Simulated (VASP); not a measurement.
# KTaO3 (P4/mmm) in VASP: further runs

Runs on KTaO3. Level: PBE. Tasks: single point.

All numbers are computed with VASP 6.6.1; they aren't measurements. Logs are shortened: lines on timing, memory, paths and dates and some standing lists are left out, and cuts for length are marked.

## Step 1: The cell of the first run

Symmetry: P4/mmm, No. 123, tetragonal system. The conventional cell has a = 4.043 Å, b = 4.043 Å, c = 3.881 Å, α = 90.00°, β = 90.00°, γ = 90.00°. K (site symmetry 4/mmm) has 12 O at 2.80 to 2.86 Å and 8 Ta at 3.46 Å within 3.7 Å. Within 2.6 Å of Ta (site symmetry 4/mmm) lie 6 O at 1.94 to 2.02 Å. O (site symmetry mmm) has 2 Ta at 2.02 Å within 2.7 Å. O (site symmetry 4/mmm) has 2 Ta at 1.94 Å within 2.6 Å.

## Step 2: Single point, PBE

INCAR reads:

```
SYSTEM = KTaO3
  PREC = Accurate
  ENCUT = 520
  EDIFF = 1E-6
  ISMEAR = 0
  SIGMA = 0.05
  LREAL = .FALSE.
  LASPH = .TRUE.
  NELM = 100
  ALGO = Normal
  ISIF = 2
  LWAVE = .FALSE.
  LCHARG = .FALSE.
  GGA = PE
  NBANDS = 27
```

KPOINTS reads:

```
Automatic mesh
0
G
  8 8 8
  0 0 0
```

POSCAR reads:

```
KTaO3
1.0
    4.0429410365      0.0000000000      0.0000000000
    0.0000000000      4.0429410365      0.0000000000
    0.0000000000      0.0000000000      3.8812233950
K Ta O
1 1 3
Direct
    0.5000000000      0.5000000000      0.5000000000
    0.0000000000      0.0000000000      0.0000000000
    0.5000000000      0.0000000000      0.0000000000
    0.0000000000      0.5000000000      0.0000000000
    0.0000000000      0.0000000000      0.5000000000
```

Potentials or basis: VASP PAW PBE potentials, release 64 (K_sv, Ta_pv, O).

On the command line:

```bash
$ cat potpaw_PBE.64/K_sv/POTCAR potpaw_PBE.64/Ta_pv/POTCAR potpaw_PBE.64/O/POTCAR > POTCAR
$ mpirun -np 1 vasp_std > vasp.out
```

OUTCAR:

```text
SYSTEM = KTaO3
   PREC = Accurate
   ENCUT = 520
   EDIFF = 1E-6
   ISMEAR = 0
   LREAL = .FALSE.
   LASPH = .TRUE.
   NELM = 100
   ISIF = 2
   GGA = PE

 ion  position               nearest neighbor table
   1  0.500  0.500  0.500-   3 2.80   4 2.80   3 2.80   4 2.80   3 2.80   3 2.80   4 2.80   4 2.80
                             5 2.86   5 2.86   5 2.86   5 2.86   2 3.46   2 3.46   2 3.46   2 3.46
   2  0.000  0.000  0.000-   5 1.94   5 1.94   3 2.02   4 2.02   4 2.02   3 2.02   1 3.46   1 3.46
                             1 3.46   1 3.46   1 3.46   1 3.46   1 3.46   1 3.46
   3  0.500  0.000  0.000-   2 2.02   2 2.02   1 2.80   1 2.80   1 2.80   1 2.80
   4  0.000  0.500  0.000-   2 2.02   2 2.02   1 2.80   1 2.80   1 2.80   1 2.80
   5  0.000  0.000  0.500-   2 1.94   2 1.94   1 2.86   1 2.86   1 2.86   1 2.86

  LATTYP: Found a simple tetragonal cell.
 ALAT       =     4.0429410365
 C/A-ratio  =     0.9600000000

  Lattice vectors:

 A1 = (   4.0429410365,   0.0000000000,   0.0000000000)
 A2 = (   0.0000000000,   4.0429410365,   0.0000000000)
 A3 = (   0.0000000000,   0.0000000000,   3.8812233950)

Analysis of symmetry for initial positions (statically):
=====================================================================
 Subroutine PRICEL returns:
 Original cell was already a primitive cell.

 Routine SETGRP: Setting up the symmetry group for a
 simple tetragonal supercell.

 Subroutine GETGRP returns: Found 16 space group operations
 (whereof 16 operations were pure point group operations)
 out of a pool of 16 trial point group operations.

The static configuration has the point symmetry D_4h.

Analysis of symmetry for dynamics (positions and initial velocities):
=====================================================================
 Subroutine PRICEL returns:
 Original cell was already a primitive cell.

 Routine SETGRP: Setting up the symmetry group for a
 simple tetragonal supercell.

 Subroutine GETGRP returns: Found 16 space group operations
 (whereof 16 operations were pure point group operations)
 out of a pool of 16 trial point group operations.

The dynamic configuration has the point symmetry D_4h.

 Subroutine INISYM returns: Found 16 space group operations
 (whereof 16 operations are pure point group operations),
 and found     1 'primitive' translations

----------------------------------------------------------------------------------------

                                     Primitive cell

  volume of cell :      63.4400

  direct lattice vectors                    reciprocal lattice vectors
     4.042941037  0.000000000  0.000000000     0.247344691  0.000000000  0.000000000
     0.000000000  4.042941037  0.000000000     0.000000000  0.247344691  0.000000000
     0.000000000  0.000000000  3.881223395     0.000000000  0.000000000  0.257650719

  length of vectors
     4.042941037  4.042941037  3.881223395     0.247344691  0.247344691  0.257650719

  position of ions in fractional coordinates (direct lattice)
     0.500000000  0.500000000  0.500000000
     0.000000000  0.000000000  0.000000000
     0.500000000  0.000000000  0.000000000
     0.000000000  0.500000000  0.000000000
     0.000000000  0.000000000  0.500000000

  ion indices of the primitive-cell ions
   primitive index   ion index
                 1           1
                 2           2
                 3           3
                 4           4
                 5           5

----------------------------------------------------------------------------------------

 KPOINTS: Automatic mesh

Automatic generation of k-mesh.
 Grid dimensions read from file:
 generate k-points for:    8    8    8

 Generating k-lattice:

  Cartesian coordinates                     Fractional coordinates (reciprocal lattice)
     0.030918086  0.000000000  0.000000000     0.125000000  0.000000000  0.000000000
     0.000000000  0.030918086  0.000000000     0.000000000  0.125000000  0.000000000
     0.000000000  0.000000000  0.032206340     0.000000000  0.000000000  0.125000000

  Length of vectors
     0.030918086  0.030918086  0.032206340

  Shift w.r.t. Gamma in fractional coordinates (k-lattice)
     0.000000000  0.000000000  0.000000000

 Subroutine IBZKPT returns following result:
 ===========================================

 Found     75 irreducible k-points:

 Following reciprocal coordinates:
            Coordinates               Weight
  0.000000  0.000000  0.000000      1.000000
  0.125000  0.000000  0.000000      4.000000
  0.250000  0.000000  0.000000      4.000000
  0.375000  0.000000  0.000000      4.000000
  0.500000  0.000000  0.000000      2.000000
  0.125000  0.125000  0.000000      4.000000
[... 16 lines left out ...]
  0.375000  0.125000  0.125000     16.000000
  0.500000  0.125000  0.125000      8.000000
 [... further k-points ...]
   k-points           NKPTS =     75   k-points in BZ     NKDIM =     75   number of bands    NBANDS=     27
   number of dos      NEDOS =    301   number of ions     NIONS =      5
   total plane-waves  NPLWV =  27000
   dimension x,y,z NGX =    30 NGY =   30 NGZ =   30
   dimension x,y,z NGXF=    60 NGYF=   60 NGZF=   60
   ions per type =               1   1   3
   NGX,Y,Z   is equivalent  to a cutoff of  12.34, 12.34, 12.85 a.u.
   NGXF,Y,Z  is equivalent  to a cutoff of  24.67, 24.67, 25.70 a.u.
 SYSTEM =  KTaO3
   PREC   = accura    normal or accurate (medium, high low for compatibility)
   ISTART =      0    job   : 0-new  1-cont  2-samecut
   ICHARG =      2    charge: 1-file 2-atom 10-const
   ISPIN  =      1    spin polarized calculation?
   LNONCOLLINEAR =      F non collinear calculations
   LSORBIT =      F    spin-orbit coupling
   LASPH  =      T    aspherical Exc in radial PAW
   ENCUT  =  520.0 eV  38.22 Ry    6.18 a.u.   7.52  7.52  7.22*2*pi/ulx,y,z
   NELM   =    100;   NELMIN=  2; NELMDL= -5     # of ELM steps
   EDIFF  = 0.1E-05   stopping-criterion for ELM
   LREAL  =      F    real-space projection
   EDIFFG = 0.1E-04   stopping-criterion for IOM
   NSW    =      0    number of steps for IOM
   IBRION =     -1    ionic relax: 0-MD 1-quasi-New 2-CG
   NFREE  =      0    steps in history (QN), initial steepest desc. (CG)
   ISIF   =      2    stress and relaxation
   ISYM   =      2    0-nonsym 1-usesym 2-fastsym
   POTIM  = 0.5000    time-step for ionic-motion
   TEBEG  =    0.0;   TEEND  =   0.0 temperature during run
   PSTRESS=    0.0 pullay stress
   NELECT =      38.0000    total number of electrons
   NUPDOWN=      -1.0000    fix difference up-down
   EMIN   =  10.00;   EMAX   =-10.00  energy-range for DOS
   EFERMI =   0.00;   METHOD = LEGACY
   ISMEAR =     0;   SIGMA  =   0.05  broadening in eV -4-tet -1-fermi 0-gaus
   EFERMI_NEDOS =   21; number of points for ismear=-14 and -15
   IALGO  =     38    algorithm
   IMIX   =      4    mixing-type and parameters
     AMIX     =   0.40;   BMIX     =  1.00
     AMIX_MAG =   1.60;   BMIX_MAG =  1.00
  volume/ion in A,a.u.               =      12.69        85.62
  Fermi-wavevector in a.u.,A,eV,Ry     =   1.380008  2.607837 25.911228  1.904422
  Thomas-Fermi vector in A             =   2.504925
   LORBIT       =      0    0 simple, 1 ext, 2 COOP (PROOUT), +10 PAW based schemes
   GGA     = PE    functional components
   LHFCALC =     F    Hartree Fock is set to
   AEXX    =    0.0000 exact exchange contribution
   IVDW    =     0    specifies the selected vdW correction
   LEPSILON=     F    determine dielectric tensor
   LRPA    =     F    only Hartree local field effects (RPA)
 non-spin polarized calculation
 Gauss-broadening in eV      SIGMA  =   0.05
  energy-cutoff  :      520.00
  volume of cell :       63.44
 maximum number of plane-waves:      1734
   NGX = 15   NGY = 15   NGZ = 15

 number of electron      37.9999993 magnetization

 Free energy of the ion-electron system (eV)
  ---------------------------------------------------
  ext. energy  EPLUGINS =         0.00000000
  ---------------------------------------------------
  free energy    TOTEN  =       -40.94178728 eV

  energy without entropy =      -40.94178728  energy(sigma->0) =      -40.94178728

 E-fermi :   2.0793     XC(G=0): -10.8733

 val. band max:        1.8378928854   @ k =   0.5000   0.5000   0.5000
 cond. band min:       3.9346641853   @ k =   0.0000   0.0000   0.0000
 fundamental gap:      2.0967712999
 Fermi energy:         2.0793421354

 k-point     1 :       0.0000    0.0000    0.0000
  band No.  band energies     occupation
      1     -32.3735      2.00000
      2     -32.3010      2.00000
      3     -32.3010      2.00000
      4     -25.5149      2.00000
      5     -15.8994      2.00000
      6     -15.1129      2.00000
[... 19 lines left out ...]
     26       9.7682      0.00000
     27       9.9864      0.00000

 k-point     2 :       0.1250    0.0000    0.0000
  band No.  band energies     occupation
      1     -32.3731      2.00000
      2     -32.3123      2.00000
      3     -32.3006      2.00000
      4     -25.5111      2.00000
      5     -15.8867      2.00000
      6     -15.0700      2.00000
[... 19 lines left out ...]
     26       9.9589      0.00000
     27      10.1922      0.00000

 k-point     3 :       0.2500    0.0000    0.0000
  band No.  band energies     occupation
      1     -32.3721      2.00000
      2     -32.3393      2.00000
      3     -32.2996      2.00000
      4     -25.5020      2.00000
      5     -15.8739      2.00000
      6     -15.0262      2.00000
[... 19 lines left out ...]
     26      10.4647      0.00000
     27      10.8828      0.00000

 k-point     4 :       0.3750    0.0000    0.0000
  band No.  band energies     occupation
      1     -32.3711      2.00000
      2     -32.3660      2.00000
      3     -32.2986      2.00000
      4     -25.4930      2.00000
      5     -15.8767      2.00000
      6     -15.0164      2.00000
[... 19 lines left out ...]
     26      10.9847      0.00000
     27      12.1001      0.00000
[... 516 lines left out ...]
      4     -25.4955      2.00000
      5     -15.6821      2.00000
      6     -14.9150      2.00000
[... 19 lines left out ...]
     26      10.8468      0.00000
     27      11.1769      0.00000

 k-point    23 :       0.3750    0.1250    0.1250
  band No.  band energies     occupation
      1     -32.3897      2.00000
      2     -32.3646      2.00000
      3     -32.3089      2.00000
      4     -25.4878      2.00000
      5     -15.6730      2.00000
      6     -14.8951      2.00000
[... 19 lines left out ...]
     26      11.3263      0.00000
     27      12.2413      0.00000

 k-point    24 :       0.5000    0.1250    0.1250
  band No.  band energies     occupation
      1     -32.3892      2.00000
      2     -32.3755      2.00000
      3     -32.3085      2.00000
      4     -25.4846      2.00000
      5     -15.6731      2.00000
      6     -14.8917      2.00000
[... 19 lines left out ...]
     26      11.5139      0.00000
     27      12.6178      0.00000

 [... further k-points ...]
[... 5 lines left out ...]
  --------------------------------------------------------------------------------------
  -------------------------------------------------------------------------------------
  Total        0.4688648      0.4688648      7.0869816      0.0000000      0.0000000      0.0000000
  in kB       11.8411727     11.8411727    178.9816197      0.0000000      0.0000000      0.0000000
  external PRESSURE =      67.5546551 kB  Pullay stress =       0.0000000 kB

 VOLUME and BASIS-vectors are now :
 -----------------------------------------------------------------------------
  energy-cutoff  :      520.00
  volume of cell :       63.44
      direct lattice vectors                 reciprocal lattice vectors
     4.042941037  0.000000000  0.000000000     0.247344691  0.000000000  0.000000000
     0.000000000  4.042941037  0.000000000     0.000000000  0.247344691  0.000000000
     0.000000000  0.000000000  3.881223395     0.000000000  0.000000000  0.257650719

 POSITION                                       TOTAL-FORCE (eV/Angst)
 -----------------------------------------------------------------------------------
      2.02147      2.02147      1.94061         0.000000      0.000000      0.000000
      0.00000      0.00000      0.00000         0.000000      0.000000      0.000000
      2.02147      0.00000      0.00000         0.000000      0.000000      0.000000
      0.00000      2.02147      0.00000         0.000000      0.000000      0.000000
      0.00000      0.00000      1.94061         0.000000      0.000000      0.000000
 -----------------------------------------------------------------------------------
    total drift:                                0.000000     -0.000000      0.000000

  FREE ENERGIE OF THE ION-ELECTRON SYSTEM (eV)
  ---------------------------------------------------
  free  energy   TOTEN  =       -40.9417872790 eV

  energy  without entropy=      -40.9417872790  energy(sigma->0) =      -40.94178728
```

It took 70 s on 1 thread of Intel Xeon Platinum 8488C (Sapphire Rapids), shared host; peak memory 0.26 GiB.

What came out:

| Property | Result |
| --- | --- |
| Free energy | -40.9418 eV |
| Pressure | 6.8 GPa |
| Band gap on the k mesh | 2.10 eV, indirect (least direct gap 2.71 eV) |

Stress tensor (GPa, compression positive):
```
 1.18  0.00  0.00
 0.00  1.18  0.00
 0.00  0.00 17.90
```

Caveat: spin-orbit coupling is left out, which moves the levels of the heavy elements. A k mesh can miss the band edges.

## Step 3: Single point, PBE

This run uses another cell than the first one, of the same volume but with other edges.

INCAR, as its differences from that of step 2:

```diff
@@ -8,3 +8,3 @@
   LASPH = .TRUE.
-  NELM = 100
+  NELM = 60
   ALGO = Normal
```

KPOINTS reads:

```
regular mesh
0
G
  8 8 8
  0 0 0
```

POSCAR, as its differences from that of step 2:

```diff
@@ -2,5 +2,5 @@
 1.0
-    4.0429410365      0.0000000000      0.0000000000
-    0.0000000000      4.0429410365      0.0000000000
-    0.0000000000      0.0000000000      3.8812233950
+    3.9239613299      0.0000000000      0.0000000000
+    0.0000000000      3.9239613299      0.0000000000
+    0.0000000000      0.0000000000      4.1201593964
 K Ta O
```

Potentials or basis: VASP PAW PBE potentials, release 64 (K_sv, Ta_pv, O).

On the command line:

```bash
$ cat potpaw_PBE.64/K_sv/POTCAR potpaw_PBE.64/Ta_pv/POTCAR potpaw_PBE.64/O/POTCAR > POTCAR
$ mpirun -np 1 vasp_std > vasp.out
```

It took 69 s on 1 thread of Intel Xeon Platinum 8488C (Sapphire Rapids), shared host; peak memory 0.26 GiB.

The run converged. Its results:

```yaml
Free_energy: -40.9138 eV
Pressure: 7.0 GPa
Band_gap_on_the_k_mesh: 2.12 eV, indirect (least direct gap 2.70 eV)
```

Stress tensor (GPa, compression positive):
```
12.91  0.00  0.00
 0.00 12.91  0.00
 0.00  0.00 -4.80
```

Levels at points of the mesh, in eV from the valence-band top:
| k point | band 15 | band 16 | band 17 | band 18 | band 19 | band 20 | band 21 | band 22 | band 23 | band 24 |
| --- | --- | --- | --- | --- | --- | --- | --- | --- | --- | --- |
| (0.00, 0.00, 0.00) | -1.03 | -1.03 | -0.68 | -0.58 | -0.58 | 2.12 | 2.12 | 2.19 | 5.97 | 6.94 |
| (0.50, 0.00, 0.00) | -2.16 | -2.16 | -1.45 | -0.89 | -0.77 | 2.30 | 5.20 | 5.20 | 6.37 | 8.55 |
| (0.50, 0.50, 0.00) | -3.15 | -1.64 | -1.13 | -1.13 | -0.11 | 5.24 | 5.24 | 6.63 | 6.85 | 10.31 |
| (0.00, 0.00, 0.50) | -2.08 | -2.08 | -1.64 | -0.93 | -0.93 | 2.30 | 4.59 | 4.59 | 7.17 | 8.71 |
| (0.50, 0.00, 0.50) | -2.40 | -1.69 | -1.66 | -1.63 | -0.07 | 4.64 | 5.22 | 6.20 | 8.04 | 9.87 |
| (0.50, 0.50, 0.50) | -3.81 | -3.81 | -0.08 | 0.00 | 0.00 | 6.34 | 6.34 | 6.74 | 8.76 | 8.76 |

Caveat: spin-orbit coupling is left out, which moves the levels of the heavy elements.
